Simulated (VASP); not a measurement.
# LiFeSe2Cl6 (Fm-3m) in VASP: a series of runs, part 2 of 2

VASP 6.6.1. Earlier steps stand in the parts before.

## Step 3: Single point, PBE

INCAR reads:

```
SYSTEM = LiFeSe2Cl6
ALGO = Fast ; EDIFF = 1E-7
ENCUT = 520 ; GGA = PE
ISIF = 2 ; ISMEAR = -1
LASPH = .True. ; LCHARG = .False.
LREAL = .False. ; LWAVE = .False.
NBANDS = 44 ; NELM = 100
PREC = Accurate ; SIGMA = 0.1
```

KPOINTS reads:

```
k-points
0
Gamma
  4 4 4
  0 0 0
```

POSCAR reads:

```
LiFeSe2Cl6
1.0
    0.0000000000      4.8359149300      4.8359149300
    4.8359149300      0.0000000000      4.8359149300
    4.8359149300      4.8359149300      0.0000000000
Se Fe Cl Li
2 1 6 1
Direct
    0.7500000000      0.7500000000      0.7500000000
    0.2500000000      0.2500000000      0.2500000000
    0.0000000000      0.0000000000      0.0000000000
    0.7696000000      0.7696000000      0.2304000000
    0.2304000000      0.2304000000      0.7696000000
    0.2304000000      0.7696000000      0.7696000000
    0.7696000000      0.2304000000      0.2304000000
    0.7696000000      0.2304000000      0.7696000000
    0.2304000000      0.7696000000      0.2304000000
    0.5000000000      0.5000000000      0.5000000000
```

Potentials or basis: VASP PAW PBE potentials, release 64 (Se, Fe, Cl, Li_sv).

Started as:

```bash
> cat potpaw_PBE.64/Se/POTCAR potpaw_PBE.64/Fe/POTCAR potpaw_PBE.64/Cl/POTCAR potpaw_PBE.64/Li_sv/POTCAR > POTCAR
> mpirun -np 1 vasp_std > vasp.out
```

OUTCAR:

```text
SYSTEM = LiFeSe2Cl6
   EDIFF = 1E-7
   ENCUT = 520
   GGA = PE
   ISIF = 2
   ISMEAR = -1
   LASPH = .True.
   LREAL = .False.
   NELM = 100
   PREC = Accurate

 ion  position               nearest neighbor table
   1  0.750  0.750  0.750-
   2  0.250  0.250  0.250-
   3  0.000  0.000  0.000-   4 2.23   5 2.23   6 2.23   7 2.23   8 2.23   9 2.23
   4  0.770  0.770  0.230-   3 2.23  10 2.61
   5  0.230  0.230  0.770-   3 2.23  10 2.61
   6  0.230  0.770  0.770-   3 2.23  10 2.61
   7  0.770  0.230  0.230-   3 2.23  10 2.61
   8  0.770  0.230  0.770-   3 2.23  10 2.61
   9  0.230  0.770  0.230-   3 2.23  10 2.61
  10  0.500  0.500  0.500-   4 2.61   5 2.61   6 2.61   7 2.61   8 2.61   9 2.61

  LATTYP: Found a face centered cubic cell.
 ALAT       =     9.6718298600

  Lattice vectors:

 A1 = (   0.0000000000,   4.8359149300,   4.8359149300)
 A2 = (   4.8359149300,   0.0000000000,   4.8359149300)
 A3 = (   4.8359149300,   4.8359149300,   0.0000000000)

Analysis of symmetry for initial positions (statically):
=====================================================================
 Subroutine PRICEL returns:
 Original cell was already a primitive cell.

 Routine SETGRP: Setting up the symmetry group for a
 face centered cubic supercell.

 Subroutine GETGRP returns: Found 48 space group operations
 (whereof 48 operations were pure point group operations)
 out of a pool of 48 trial point group operations.

The static configuration has the point symmetry O_h .

Analysis of symmetry for dynamics (positions and initial velocities):
=====================================================================
 Subroutine PRICEL returns:
 Original cell was already a primitive cell.

 Routine SETGRP: Setting up the symmetry group for a
 face centered cubic supercell.

 Subroutine GETGRP returns: Found 48 space group operations
 (whereof 48 operations were pure point group operations)
 out of a pool of 48 trial point group operations.

The dynamic configuration has the point symmetry O_h .

 Subroutine INISYM returns: Found 48 space group operations
 (whereof 48 operations are pure point group operations),
 and found     1 'primitive' translations

----------------------------------------------------------------------------------------

                                     Primitive cell

  volume of cell :     226.1861

  direct lattice vectors                    reciprocal lattice vectors
     0.000000000  4.835914930  4.835914930    -0.103393051  0.103393051  0.103393051
     4.835914930  0.000000000  4.835914930     0.103393051 -0.103393051  0.103393051
     4.835914930  4.835914930  0.000000000     0.103393051  0.103393051 -0.103393051

  length of vectors
     6.839016480  6.839016480  6.839016480     0.179082018  0.179082018  0.179082018

  position of ions in fractional coordinates (direct lattice)
     0.750000000  0.750000000  0.750000000
     0.250000000  0.250000000  0.250000000
     0.000000000  0.000000000  0.000000000
[... 51 lines left out ...]
  0.500000  0.000000  0.000000      4.000000
  0.250000  0.250000  0.000000      6.000000
  0.500000  0.250000  0.000000     24.000000
 -0.250000  0.250000  0.000000     12.000000
  0.500000  0.500000  0.000000      3.000000
 -0.250000  0.500000  0.250000      6.000000
   k-points           NKPTS =      8   k-points in BZ     NKDIM =      8   number of bands    NBANDS=     44
   number of dos      NEDOS =    301   number of ions     NIONS =     10
   total plane-waves  NPLWV = 157464
   dimension x,y,z NGX =    54 NGY =   54 NGZ =   54
   dimension x,y,z NGXF=   108 NGYF=  108 NGZF=  108
   ions per type =               2   1   6   1
   NGX,Y,Z   is equivalent  to a cutoff of  13.13, 13.13, 13.13 a.u.
   NGXF,Y,Z  is equivalent  to a cutoff of  26.25, 26.25, 26.25 a.u.
 SYSTEM =  LiFeSe2Cl6
   PREC   = accura    normal or accurate (medium, high low for compatibility)
   ISTART =      0    job   : 0-new  1-cont  2-samecut
   ICHARG =      2    charge: 1-file 2-atom 10-const
   ISPIN  =      1    spin polarized calculation?
   LNONCOLLINEAR =      F non collinear calculations
   LSORBIT =      F    spin-orbit coupling
   LASPH  =      T    aspherical Exc in radial PAW
   ENCUT  =  520.0 eV  38.22 Ry    6.18 a.u.  12.72 12.72 12.72*2*pi/ulx,y,z
   NELM   =    100;   NELMIN=  2; NELMDL= -5     # of ELM steps
   EDIFF  = 0.1E-06   stopping-criterion for ELM
   LREAL  =      F    real-space projection
   EDIFFG = 0.1E-05   stopping-criterion for IOM
   NSW    =      0    number of steps for IOM
   IBRION =     -1    ionic relax: 0-MD 1-quasi-New 2-CG
   NFREE  =      0    steps in history (QN), initial steepest desc. (CG)
   ISIF   =      2    stress and relaxation
   ISYM   =      2    0-nonsym 1-usesym 2-fastsym
   POTIM  = 0.5000    time-step for ionic-motion
   TEBEG  =    0.0;   TEEND  =   0.0 temperature during run
   PSTRESS=    0.0 pullay stress
   NELECT =      65.0000    total number of electrons
   NUPDOWN=      -1.0000    fix difference up-down
   EMIN   =  10.00;   EMAX   =-10.00  energy-range for DOS
   EFERMI =   0.00;   METHOD = LEGACY
   ISMEAR =    -1;   SIGMA  =   0.10  broadening in eV -4-tet -1-fermi 0-gaus
   EFERMI_NEDOS =   21; number of points for ismear=-14 and -15
   IALGO  =     68    algorithm
   IMIX   =      4    mixing-type and parameters
     AMIX     =   0.40;   BMIX     =  1.00
     AMIX_MAG =   1.60;   BMIX_MAG =  1.00
  volume/ion in A,a.u.               =      22.62       152.64
  Fermi-wavevector in a.u.,A,eV,Ry     =   1.080332  2.041532 15.879598  1.167118
  Thomas-Fermi vector in A             =   2.216320
   LORBIT       =      0    0 simple, 1 ext, 2 COOP (PROOUT), +10 PAW based schemes
   GGA     = PE    functional components
   LHFCALC =     F    Hartree Fock is set to
   AEXX    =    0.0000 exact exchange contribution
   IVDW    =     0    specifies the selected vdW correction
   LEPSILON=     F    determine dielectric tensor
   LRPA    =     F    only Hartree local field effects (RPA)
 non-spin polarized calculation
 RMM-DIIS sequential band-by-band and
  energy-cutoff  :      520.00
  volume of cell :      226.19
 maximum number of plane-waves:      6116
 NGX is ok and might be reduce to    54
   NGX = 25   NGY = 25   NGZ = 25

 number of electron      64.9999985 magnetization

 Free energy of the ion-electron system (eV)
  ---------------------------------------------------
  ext. energy  EPLUGINS =         0.00000000
  ---------------------------------------------------
  free energy    TOTEN  =       -29.72561026 eV

  energy without entropy =      -29.36169696  energy(sigma->0) =      -29.54365361

 E-fermi :   1.7723     XC(G=0):  -8.9579

 val. band max:        1.7719875883   @ k =   0.5000   0.2500   0.0000
 cond. band min:       1.8595728789   @ k =  -0.2500   0.5000   0.2500
 fundamental gap:      0.0875852906
 Fermi energy:         1.7723458925

 k-point     1 :       0.0000    0.0000    0.0000
  band No.  band energies     occupation
      1     -44.3585      2.00000
      2     -13.8363      2.00000
      3     -12.8866      2.00000
      4     -12.8866      2.00000
      5     -12.8866      2.00000
      6     -12.6161      2.00000
[... 365 lines left out ...]
     43      10.7573      0.00000
     44      10.8703      0.00000

------------------------ aborting loop because EDIFF is reached ----------------------------------------

  FORCE on cell =-STRESS in cart. coord.  units (eV):
  Direction    XX          YY          ZZ          XY          YZ          ZX
  --------------------------------------------------------------------------------------
  -------------------------------------------------------------------------------------
  Total       -2.6386313     -2.6386313     -2.6386313     -0.0000000     -0.0000000      0.0000000
  in kB      -18.6906041    -18.6906041    -18.6906041     -0.0000000     -0.0000000      0.0000000
  external PRESSURE =     -18.6906041 kB  Pullay stress =       0.0000000 kB

 VOLUME and BASIS-vectors are now :
 -----------------------------------------------------------------------------
  energy-cutoff  :      520.00
  volume of cell :      226.19
      direct lattice vectors                 reciprocal lattice vectors
     0.000000000  4.835914930  4.835914930    -0.103393051  0.103393051  0.103393051
     4.835914930  0.000000000  4.835914930     0.103393051 -0.103393051  0.103393051
     4.835914930  4.835914930  0.000000000     0.103393051  0.103393051 -0.103393051

 POSITION                                       TOTAL-FORCE (eV/Angst)
 -----------------------------------------------------------------------------------
      7.25387      7.25387      7.25387        -0.000000     -0.000000      0.000000
      2.41796      2.41796      2.41796         0.000000      0.000000      0.000000
      0.00000      0.00000      0.00000        -0.000000      0.000000      0.000000
      4.83591      4.83591      7.44344        -0.000000      0.000000     -0.163520
      4.83591      4.83591      2.22839        -0.000000      0.000000      0.163520
      7.44344      4.83591      4.83591        -0.163520      0.000000      0.000000
      2.22839      4.83591      4.83591         0.163520      0.000000      0.000000
      4.83591      7.44344      4.83591        -0.000000     -0.163520      0.000000
      4.83591      2.22839      4.83591        -0.000000      0.163520      0.000000
      4.83591      4.83591      4.83591         0.000000     -0.000000      0.000000
 -----------------------------------------------------------------------------------
    total drift:                               -0.000000     -0.000000      0.000000

  FREE ENERGIE OF THE ION-ELECTRON SYSTEM (eV)
  ---------------------------------------------------
  free  energy   TOTEN  =       -29.7256102560 eV

  energy  without entropy=      -29.3616969645  energy(sigma->0) =      -29.54365361
```

It took 4.7 min on 1 thread of Intel Xeon Platinum 8488C (Sapphire Rapids), shared host; peak memory 0.43 GiB.

What came out:

```
Free energy            : -29.7256 eV
Largest force          : 0.164 eV/Å
Band gap on the k mesh : zero (an odd number of electrons rules out a gap without spin polarisation)
```

Forces on the atoms (eV/Å):
```
Se   0.000  0.000  0.000
Se   0.000  0.000  0.000
Fe   0.000  0.000  0.000
Cl   0.000  0.000 -0.164
Cl   0.000  0.000  0.164
Cl  -0.164  0.000  0.000
Cl   0.164  0.000  0.000
Cl   0.000 -0.164  0.000
Cl   0.000  0.164  0.000
Li   0.000  0.000  0.000
```

Caveat: the cutoff is under 1.25 times the usual one of these potentials, so pressure, stress and relaxed cells hold a basis-set (Pulay) error; an odd number of electrons without spin polarisation forces a metal; a magnetic or distorted state may lie lower; the run has no spin polarisation, though such a crystal can be magnetic; semilocal functionals often make such compounds metallic where correlation or magnetic order opens a gap, which also shifts bond lengths. With open d or f shells a metallic result of PBE can be an artefact of self-interaction; +U or a hybrid may open a gap.
